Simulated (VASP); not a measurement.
# TaN (Fmmm) in VASP: a series of runs

TaN is run at these levels: PBE; tasks: single point.

Program: VASP 6.6.1. These are calculated values, not measurements. Logs are shortened: lines on timing, memory, paths and dates and some standing lists are left out, and cuts for length are marked.

**1. The cell of the first run**

Symmetry: Fmmm, No. 69, orthorhombic system. Conventional cell: a = 4.031 Å, b = 4.358 Å, c = 4.685 Å, α = 90.00°, β = 90.00°, γ = 90.00°. Within 2.7 Å of Ta (site symmetry mmm) lie 6 N at 2.02 to 2.34 Å. N (site symmetry mmm) has 6 Ta at 2.02 to 2.34 Å within 2.7 Å.

**2. Single point, PBE (strain +0.0750 x Voigt [1, -1, 0, 0, 0, 0])**

Contents of INCAR:

```
  ALGO = Normal
  EDIFF = 1E-6
  ENCUT = 520
  GGA = PE
  ISIF = 2
  ISMEAR = 0
  LASPH = T
  LCHARG = T
  LELF = T
  LREAL = F
  LVHAR = T
  LWAVE = F
  NBANDS = 15
  NELM = 100
  PREC = Accurate
  SIGMA = 0.02
```

Contents of KPOINTS:

```
k-points
0
Gamma
  18 18 18
```

Contents of POSCAR:

```
TaN
1.0
    0.0000000000      2.0155750000      2.1790000000
    2.3424250000      0.0000000000      2.1790000000
    2.3424250000      2.0155750000      0.0000000000
Ta N
1 1
Direct
    0.5000000000      0.5000000000      0.5000000000
    0.0000000000      0.0000000000      0.0000000000
```

Potentials or basis: VASP PAW PBE potentials, release 64 (Ta_pv, N).

On the command line:

```sh
cat potpaw_PBE.64/Ta_pv/POTCAR potpaw_PBE.64/N/POTCAR > POTCAR
mpirun -np 1 vasp_std > vasp.out
```

OUTCAR:

```text
EDIFF = 1E-6
   ENCUT = 520
   GGA = PE
   ISIF = 2
   ISMEAR = 0
   LASPH = T
   LREAL = F
   NELM = 100
   PREC = Accurate

 ion  position               nearest neighbor table
   1  0.500  0.500  0.500-   2 2.02   2 2.02   2 2.18   2 2.18   2 2.34   2 2.34
   2  0.000  0.000  0.000-   1 2.02   1 2.02   1 2.18   1 2.18   1 2.34   1 2.34

  LATTYP: Found a face centered orthorhombic cell.
 ALAT       =     4.0311500000
 B/A-ratio  =     1.0810810811
 C/A-ratio  =     1.1621621622

  Lattice vectors:

 A1 = (  -2.3424250000,   0.0000000000,  -2.1790000000)
 A2 = (  -2.3424250000,   2.0155750000,   0.0000000000)
 A3 = (   0.0000000000,   2.0155750000,  -2.1790000000)

Analysis of symmetry for initial positions (statically):
=====================================================================
 Subroutine PRICEL returns:
 Original cell was already a primitive cell.

 Routine SETGRP: Setting up the symmetry group for a
 face centered orthorhombic supercell.

 Subroutine GETGRP returns: Found  8 space group operations
 (whereof  8 operations were pure point group operations)
 out of a pool of  8 trial point group operations.

The static configuration has the point symmetry D_2h.

Analysis of symmetry for dynamics (positions and initial velocities):
=====================================================================
 Subroutine PRICEL returns:
 Original cell was already a primitive cell.

 Routine SETGRP: Setting up the symmetry group for a
 face centered orthorhombic supercell.

 Subroutine GETGRP returns: Found  8 space group operations
 (whereof  8 operations were pure point group operations)
 out of a pool of  8 trial point group operations.

The dynamic configuration has the point symmetry D_2h.

 Subroutine INISYM returns: Found  8 space group operations
 (whereof  8 operations are pure point group operations),
 and found     1 'primitive' translations

----------------------------------------------------------------------------------------

                                     Primitive cell

  volume of cell :      20.5756

  direct lattice vectors                    reciprocal lattice vectors
     0.000000000  2.015575000  2.179000000    -0.213454006  0.248068169  0.229463056
     2.342425000  0.000000000  2.179000000     0.213454006 -0.248068169  0.229463056
     2.342425000  2.015575000  0.000000000     0.213454006  0.248068169 -0.229463056

  length of vectors
     2.968262721  3.199218011  3.090226118     0.399692036  0.399692036  0.399692036

  position of ions in fractional coordinates (direct lattice)
     0.500000000  0.500000000  0.500000000
     0.000000000  0.000000000  0.000000000

  ion indices of the primitive-cell ions
   primitive index   ion index
                 1           1
                 2           2

----------------------------------------------------------------------------------------

 KPOINTS: k-points

Automatic generation of k-mesh.
 Grid dimensions read from file:
 generate k-points for:   18   18   18

 Generating k-lattice:

  Cartesian coordinates                     Fractional coordinates (reciprocal lattice)
    -0.011858556  0.013781565  0.012747948     0.055555556  0.000000000  0.000000000
     0.011858556 -0.013781565  0.012747948    -0.000000000  0.055555556 -0.000000000
     0.011858556  0.013781565 -0.012747948     0.000000000 -0.000000000  0.055555556

  Length of vectors
     0.022205113  0.022205113  0.022205113

  Shift w.r.t. Gamma in fractional coordinates (k-lattice)
     0.000000000  0.000000000  0.000000000

 Subroutine IBZKPT returns following result:
 ===========================================

 Found    865 irreducible k-points:

 Following reciprocal coordinates:
            Coordinates               Weight
  0.000000  0.000000  0.000000      1.000000
  0.055556 -0.000000  0.000000      8.000000
  0.111111 -0.000000  0.000000      8.000000
  0.166667  0.000000  0.000000      8.000000
  0.222222  0.000000  0.000000      8.000000
  0.277778  0.000000  0.000000      8.000000
[... 16 lines left out ...]
 -0.277778  0.055556 -0.000000      8.000000
 -0.222222  0.055556 -0.000000      8.000000
 [... further k-points ...]
   k-points           NKPTS =    865   k-points in BZ     NKDIM =    865   number of bands    NBANDS=     15
   number of dos      NEDOS =    301   number of ions     NIONS =      2
   total plane-waves  NPLWV =  13824
   dimension x,y,z NGX =    24 NGY =   24 NGZ =   24
   dimension x,y,z NGXF=    48 NGYF=   48 NGZF=   48
   ions per type =               1   1
   NGX,Y,Z   is equivalent  to a cutoff of  13.44, 12.47, 12.91 a.u.
   NGXF,Y,Z  is equivalent  to a cutoff of  26.88, 24.94, 25.82 a.u.
 SYSTEM =  unknown system
   PREC   = accura    normal or accurate (medium, high low for compatibility)
   ISTART =      0    job   : 0-new  1-cont  2-samecut
   ICHARG =      2    charge: 1-file 2-atom 10-const
   ISPIN  =      1    spin polarized calculation?
   LNONCOLLINEAR =      F non collinear calculations
   LSORBIT =      F    spin-orbit coupling
   LASPH  =      T    aspherical Exc in radial PAW
   ENCUT  =  520.0 eV  38.22 Ry    6.18 a.u.   5.52  5.95  5.75*2*pi/ulx,y,z
   NELM   =    100;   NELMIN=  2; NELMDL= -5     # of ELM steps
   EDIFF  = 0.1E-05   stopping-criterion for ELM
   LREAL  =      F    real-space projection
   EDIFFG = 0.1E-04   stopping-criterion for IOM
   NSW    =      0    number of steps for IOM
   IBRION =     -1    ionic relax: 0-MD 1-quasi-New 2-CG
   NFREE  =      0    steps in history (QN), initial steepest desc. (CG)
   ISIF   =      2    stress and relaxation
   ISYM   =      2    0-nonsym 1-usesym 2-fastsym
   POTIM  = 0.5000    time-step for ionic-motion
   TEBEG  =    0.0;   TEEND  =   0.0 temperature during run
   PSTRESS=    0.0 pullay stress
   NELECT =      16.0000    total number of electrons
   NUPDOWN=      -1.0000    fix difference up-down
   EMIN   =  10.00;   EMAX   =-10.00  energy-range for DOS
   EFERMI =   0.00;   METHOD = LEGACY
   ISMEAR =     0;   SIGMA  =   0.02  broadening in eV -4-tet -1-fermi 0-gaus
   EFERMI_NEDOS =   21; number of points for ismear=-14 and -15
   IALGO  =     38    algorithm
   IMIX   =      4    mixing-type and parameters
     AMIX     =   0.40;   BMIX     =  1.00
     AMIX_MAG =   1.60;   BMIX_MAG =  1.00
  volume/ion in A,a.u.               =      10.29        69.43
  Fermi-wavevector in a.u.,A,eV,Ry     =   1.505443  2.844874 30.835664  2.266357
  Thomas-Fermi vector in A             =   2.616291
   LORBIT       =      0    0 simple, 1 ext, 2 COOP (PROOUT), +10 PAW based schemes
   GGA     = PE    functional components
   LHFCALC =     F    Hartree Fock is set to
   AEXX    =    0.0000 exact exchange contribution
   IVDW    =     0    specifies the selected vdW correction
   LEPSILON=     F    determine dielectric tensor
   LRPA    =     F    only Hartree local field effects (RPA)
 non-spin polarized calculation
 Gauss-broadening in eV      SIGMA  =   0.02
  energy-cutoff  :      520.00
  volume of cell :       20.58
 maximum number of plane-waves:       576
 NGX is ok and might be reduce to    24
   NGX = 11   NGY = 11   NGZ = 11

 number of electron      15.9999999 magnetization

 Free energy of the ion-electron system (eV)
  ---------------------------------------------------
  ext. energy  EPLUGINS =         0.00000000
  ---------------------------------------------------
  free energy    TOTEN  =       -21.28984531 eV

  energy without entropy =      -21.28969575  energy(sigma->0) =      -21.28977053

 E-fermi :   9.8433     XC(G=0): -13.5924

 val. band max:        9.8399896539   @ k =   0.2778  -0.3889   0.1667
 cond. band min:       9.8462860253   @ k =  -0.2222   0.2778   0.1111
 fundamental gap:      0.0062963714
 Fermi energy:         9.8433142876

 k-point     1 :       0.0000    0.0000    0.0000
  band No.  band energies     occupation
      1     -25.7502      2.00000
      2     -25.7420      2.00000
      3     -25.7069      2.00000
      4      -9.3010      2.00000
      5       5.6688      2.00000
      6       5.8770      2.00000
      7       6.4614      2.00000
      8       6.8613      2.00000
      9       7.8861      2.00000
     10       8.0883      2.00000
     11       8.7685      2.00000
     12      10.0216      0.00000
     13      14.0164      0.00000
     14      19.5473      0.00000
     15      22.4688      0.00000

 k-point     2 :       0.0556   -0.0000    0.0000
  band No.  band energies     occupation
      1     -25.7720      2.00000
      2     -25.7504      2.00000
      3     -25.7156      2.00000
      4      -9.2167      2.00000
      5       5.2887      2.00000
      6       5.4889      2.00000
      7       6.0943      2.00000
      8       7.1888      2.00000
      9       8.0250      2.00000
     10       8.4395      2.00000
     11       8.8503      2.00000
     12      10.3609      0.00000
     13      14.2581      0.00000
     14      19.7935      0.00000
     15      22.4687      0.00000

 k-point     3 :       0.1111   -0.0000    0.0000
  band No.  band energies     occupation
      1     -25.8625      2.00000
      2     -25.7638      2.00000
      3     -25.7224      2.00000
      4      -8.9714      2.00000
      5       4.4617      2.00000
      6       4.7940      2.00000
      7       5.3932      2.00000
      8       7.6863      2.00000
      9       8.3010      2.00000
     10       8.8647      2.00000
     11       9.4196      2.00000
     12      11.2021      0.00000
     13      14.9077      0.00000
     14      20.4821      0.00000
     15      22.4684      0.00000

 k-point     4 :       0.1667    0.0000    0.0000
  band No.  band energies     occupation
      1     -26.0043      2.00000
      2     -25.7856      2.00000
      3     -25.7251      2.00000
      4      -8.5863      2.00000
      5       3.4977      2.00000
      6       4.0892      2.00000
      7       4.5963      2.00000
      8       8.2630      2.00000
      9       8.6685      2.00000
     10       9.1383      2.00000
     11      10.4017      0.00000
     12      12.2842      0.00000
     13      15.8010      0.00000
     14      21.4468      0.00000
     15      22.4678      0.00000
[... 307 lines left out ...]
 k-point    22 :      -0.3333    0.0556    0.0000
  band No.  band energies     occupation
      1     -26.5427      2.00000
      2     -25.8910      2.00000
      3     -25.7460      2.00000
      4      -6.7383      2.00000
      5       0.4292      2.00000
      6       2.2643      2.00000
      7       2.5422      2.00000
      8       9.9128      0.00000
      9      10.8171      0.00000
     10      11.7661      0.00000
     11      13.9962      0.00000
     12      14.8665      0.00000
     13      18.1939      0.00000
     14      22.3672      0.00000
     15      22.5729      0.00000

 k-point    23 :      -0.2778    0.0556   -0.0000
  band No.  band energies     occupation
      1     -26.3953      2.00000
      2     -25.8645      2.00000
      3     -25.7454      2.00000
      4      -7.2870      2.00000
      5       1.2317      2.00000
      6       2.6601      2.00000
      7       2.9894      2.00000
      8       9.4171      2.00000
      9       9.9794      0.00000
     10      10.9974      0.00000
     11      13.2730      0.00000
     12      13.9090      0.00000
     13      18.1885      0.00000
     14      22.4093      0.00000
     15      22.6191      0.00000

 k-point    24 :      -0.2222    0.0556   -0.0000
  band No.  band energies     occupation
      1     -26.2286      2.00000
      2     -25.8330      2.00000
      3     -25.7447      2.00000
      4      -7.8449      2.00000
      5       2.1229      2.00000
      6       3.1947      2.00000
      7       3.5420      2.00000
      8       9.0324      2.00000
      9       9.2378      2.00000
     10      10.2208      0.00000
     11      12.3458      0.00000
     12      12.8083      0.00000
     13      17.6188      0.00000
     14      22.4502      0.00000
     15      22.6397      0.00000

 [... further k-points ...]
[... 5 lines left out ...]
  --------------------------------------------------------------------------------------
  -------------------------------------------------------------------------------------
  Total       -0.6592369     11.7210441      1.9222633      0.0000000      0.0000000      0.0000000
  in kB      -51.3334194    912.6935890    149.6826866      0.0000000      0.0000000      0.0000000
  external PRESSURE =     337.0142854 kB  Pullay stress =       0.0000000 kB

 VOLUME and BASIS-vectors are now :
 -----------------------------------------------------------------------------
  energy-cutoff  :      520.00
  volume of cell :       20.58
      direct lattice vectors                 reciprocal lattice vectors
     0.000000000  2.015575000  2.179000000    -0.213454006  0.248068169  0.229463056
     2.342425000  0.000000000  2.179000000     0.213454006 -0.248068169  0.229463056
     2.342425000  2.015575000  0.000000000     0.213454006  0.248068169 -0.229463056

 POSITION                                       TOTAL-FORCE (eV/Angst)
 -----------------------------------------------------------------------------------
      2.34242      2.01558      2.17900         0.000000      0.000000      0.000000
      0.00000      0.00000      0.00000         0.000000     -0.000000      0.000000
 -----------------------------------------------------------------------------------
    total drift:                                0.000000     -0.000000     -0.000000

  FREE ENERGIE OF THE ION-ELECTRON SYSTEM (eV)
  ---------------------------------------------------
  free  energy   TOTEN  =       -21.2898453148 eV

  energy  without entropy=      -21.2896957500  energy(sigma->0) =      -21.28977053
```

Run time: 2.3 min. Hardware: 1 thread of Intel Xeon Platinum 8259CL at 2.50GHz (Skylake/Cascade Lake), shared host; peak memory 0.38 GiB.

Results:

```
Free energy            : -21.2898 eV
Pressure               : 33.7 GPa
Band gap on the k mesh : zero (band 8 reaches 11.49 eV, above the bottom of band 9 at 7.73 eV)
```

Stress tensor (GPa, compression positive):
```
-5.13  0.00  0.00
 0.00 91.27  0.00
 0.00  0.00 14.97
```

Caveat: the cell differs from its parent crystal (strain +0.0750 x Voigt [1, -1, 0, 0, 0, 0]); spin-orbit coupling is left out, which moves the levels of the heavy elements.

**3. Single point, PBE (strain -0.0500 x Voigt [1, -1, 0, 0, 0, 0])**

Contents of INCAR:

```
SYSTEM = TaN
PREC = Accurate
ENCUT = 520
EDIFF = 1E-7
ISMEAR = 0
SIGMA = 0.02
LREAL = .False.
LASPH = .True.
NELM = 100
ALGO = Normal
ISIF = 2
LWAVE = .False.
LCHARG = .False.
GGA = PE
NBANDS = 15
```

Contents of KPOINTS:

```
Automatic mesh
0
Gamma
  18 18 18
  0 0 0
```

Contents of POSCAR:

```
TaN
1.0
    0.0000000000      2.2879500000      2.1790000000
    2.0700500000      0.0000000000      2.1790000000
    2.0700500000      2.2879500000      0.0000000000
Ta N
1 1
Direct
    0.5000000000      0.5000000000      0.5000000000
    0.0000000000      0.0000000000      0.0000000000
```

Potentials or basis: VASP PAW PBE potentials, release 64 (Ta_pv, N).

On the command line:

```sh
cat potpaw_PBE.64/Ta_pv/POTCAR potpaw_PBE.64/N/POTCAR > POTCAR
mpirun -np 1 vasp_std > vasp.out
```

It took 2.7 min on 1 thread of Intel Xeon Platinum 8259CL at 2.50GHz (Skylake/Cascade Lake), shared host; peak memory 0.37 GiB.

It converged, with:

```
Free energy            : -21.5611 eV
Pressure               : 23.6 GPa
Band gap on the k mesh : zero (band 8 reaches 11.56 eV, above the bottom of band 9 at 7.61 eV)
```

Stress tensor (GPa, compression positive):
```
59.57  0.00  0.00
 0.00 -4.00  0.00
 0.00  0.00 15.21
```

Levels at points of the mesh, in eV from the Fermi level:
```csv
k point,band 4,band 5,band 6,band 7,band 8,band 9,band 10,band 11,band 12,band 13
"(0.00, 0.00, 0.00)",-19.12,-4.11,-3.94,-3.60,-2.74,-2.08,-1.48,-1.09,0.23,3.07
"(0.50, 0.00, 0.00)",-15.83,-10.61,-7.88,-7.84,1.68,2.31,2.54,3.87,6.61,8.70
"(0.50, 0.50, 0.00)",-17.89,-6.69,-5.56,-4.85,-4.39,1.68,3.02,4.39,5.48,7.50
"(0.50, 0.00, 0.50)",-17.94,-7.16,-5.54,-4.58,-4.26,2.04,3.43,3.95,4.85,7.28
"(0.00, 0.50, 0.50)",-17.85,-6.05,-5.72,-5.01,-4.87,2.21,3.31,4.13,5.19,7.83
```

Caveat: the cell differs from its parent crystal (strain -0.0500 x Voigt [1, -1, 0, 0, 0, 0]); spin-orbit coupling is left out, which moves the levels of the heavy elements.

**4. Single point, PBE (strain +0.0625 x Voigt [1, -1, 0, 0, 0, 0])**

Contents of INCAR:

```
SYSTEM = TaN
  PREC = Accurate
  ENCUT = 520
  EDIFF = 1E-7
  ISMEAR = 0
  SIGMA = 0.02
  LREAL = .False.
  LASPH = .True.
  NELM = 60
  ALGO = Normal
  ISIF = 2
  LWAVE = .False.
  LCHARG = .False.
  GGA = PE
  NBANDS = 15
```

Contents of KPOINTS:

```
regular mesh
0
Gamma
  18 18 18
  0 0 0
```

Contents of POSCAR:

```
TaN
1.0
    0.0000000000      2.0428125000      2.1790000000
    2.3151875000      0.0000000000      2.1790000000
    2.3151875000      2.0428125000      0.0000000000
Ta N
1 1
Direct
    0.5000000000      0.5000000000      0.5000000000
    0.0000000000      0.0000000000      0.0000000000
```

On the command line:

```sh
cat potpaw_PBE.64/Ta_pv/POTCAR potpaw_PBE.64/N/POTCAR > POTCAR
mpirun -np 1 vasp_std > vasp.out
```

It took 2.7 min on 1 thread of Intel Xeon Platinum 8259CL at 2.50GHz (Skylake/Cascade Lake), shared host; peak memory 0.37 GiB.

It converged, with:

```
Free energy            : -21.4408 eV
Pressure               : 28.2 GPa
Band gap on the k mesh : zero (band 8 reaches 11.52 eV, above the bottom of band 9 at 7.66 eV)
```

Stress tensor (GPa, compression positive):
```
-4.77  0.00  0.00
 0.00 74.42  0.00
 0.00  0.00 14.85
```

Levels at points of the mesh, in eV from the Fermi level:
| k point | band 4 | band 5 | band 6 | band 7 | band 8 | band 9 | band 10 | band 11 | band 12 | band 13 |
| --- | --- | --- | --- | --- | --- | --- | --- | --- | --- | --- |
| (0.00, 0.00, 0.00) | -19.13 | -4.14 | -3.95 | -3.50 | -2.86 | -2.02 | -1.42 | -1.28 | 0.21 | 3.61 |
| (0.50, 0.00, 0.00) | -15.77 | -10.60 | -7.92 | -7.88 | 1.63 | 2.47 | 2.70 | 3.85 | 6.31 | 8.83 |
| (0.50, 0.50, 0.00) | -17.92 | -6.68 | -5.49 | -4.86 | -4.27 | 1.47 | 2.86 | 4.56 | 5.73 | 7.73 |
| (0.50, 0.00, 0.50) | -17.87 | -5.84 | -5.73 | -5.06 | -4.91 | 2.22 | 3.20 | 4.25 | 5.33 | 8.11 |
| (0.00, 0.50, 0.50) | -17.98 | -7.24 | -5.51 | -4.56 | -4.12 | 1.96 | 3.39 | 3.99 | 4.90 | 7.48 |

Caveat: the cell differs from its parent crystal (strain +0.0625 x Voigt [1, -1, 0, 0, 0, 0]); spin-orbit coupling is left out, which moves the levels of the heavy elements.

**5. The runs side by side**

| cell | gap on the mesh (eV) | pressure (GPa) |
| --- | --- | --- |
| a = 2.968, b = 3.199, c = 3.090 Å, angles 56.3, 63.7, 60.0°, 2 atoms | none | 33.7 |
| a = 3.160, b = 3.006, c = 3.085 Å, angles 62.5, 57.5, 60.0°, 2 atoms | none | 23.6 |
| a = 2.987, b = 3.179, c = 3.088 Å, angles 56.9, 63.1, 60.0°, 2 atoms | none | 28.2 |

Alike in all rows: task single point; level PBE; potentials or basis VASP PAW PBE potentials, release 64 (Ta_pv, N); no spin polarisation; k mesh 18 × 18 × 18; cutoff (eV) 520; smearing gaussian 0.02 eV.

Caveats: spin-orbit coupling is left out, which moves the levels of the heavy elements.

Absolute energies hang on the potentials; compare differences alone.
